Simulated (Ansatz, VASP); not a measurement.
**Sr3Y in VASP and in Ansatz**

```xyz
4
Lattice="5.7330 0.0000 0.0000 0.0000 5.7330 0.0000 0.0000 0.0000 5.7330" Properties=species:S:1:pos:R:3 pbc="T T T"
Sr    0.0000    2.8665    2.8665
Sr    2.8665    0.0000    2.8665
Sr    2.8665    2.8665    0.0000
Y     0.0000    0.0000    0.0000
```

Alike in both runs: functional PBE; k mesh 4 × 4 × 4; occupations gaussian, width 0.1 eV; no spin polarisation.

Ansatz relaxed the structure, and its values are those at the end. VASP's run is a single point on that final structure, the one shown.

|  | VASP | Ansatz |
| --- | --- | --- |
| version | VASP 6.6.1 | Ansatz 0.2.0 |
| potentials or method | VASP PAW PBE potentials, release 64 (Sr_sv, Y_sv), cutoff 520 eV | scalar-relativistic, plane waves, PAW |
| valence electrons in the cell | 41 | 41 |

|  | VASP | Ansatz | Ansatz less VASP |
| --- | --- | --- | --- |
| gap on the k mesh at the Fermi level (eV) | none | none | - |
| pressure (GPa) | 0.1 | 0.1 | +0.01 |

A gap of «none» marks a metal or a gap that the smearing closes. The functional is the same, so the differences come from potentials, cutoffs and numerics.
